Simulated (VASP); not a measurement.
A run of VASP 6.6.1:

INCAR

```
SYSTEM = Zr
PREC = Accurate
ENCUT = 520
EDIFF = 1E-8
ISMEAR = -1
SIGMA = 0.08
LREAL = .False.
LASPH = .True.
NELM = 60
ALGO = Normal
ISIF = 2
LWAVE = .False.
LCHARG = .False.
GGA = PS
LEFG = .True.
NBANDS = 19
```

The input KPOINTS:

```
Automatic mesh
0
Gamma
  13 13 7
  0 0 0
```

Contents of POSCAR:

```
Zr
1.0
    3.2319982225      0.0323199822      0.0323199822
   -1.5880091855      2.7828325745      0.0118299345
    0.0514700000      0.0514700000      5.1470000000
Zr
2
Direct
    0.3333333333      0.6666666667      0.2500000000
    0.6666666667      0.3333333333      0.7500000000
```

Potentials or basis: VASP PAW PBE potentials, release 64 (Zr_sv).

Run with:

```sh
$ cat potpaw_PBE.64/Zr_sv/POTCAR > POTCAR
$ mpirun -np 1 vasp_std > vasp.out
```

Hardware: 1 thread of Intel Xeon 6975P-C, with other jobs on the host.

Task: How long does it take, and how much memory?

Result: It took 4.4 min on 1 thread of Intel Xeon 6975P-C, with other jobs on the host, peak memory 0.5 GiB. Counts: scf iterations 15, k points 592.
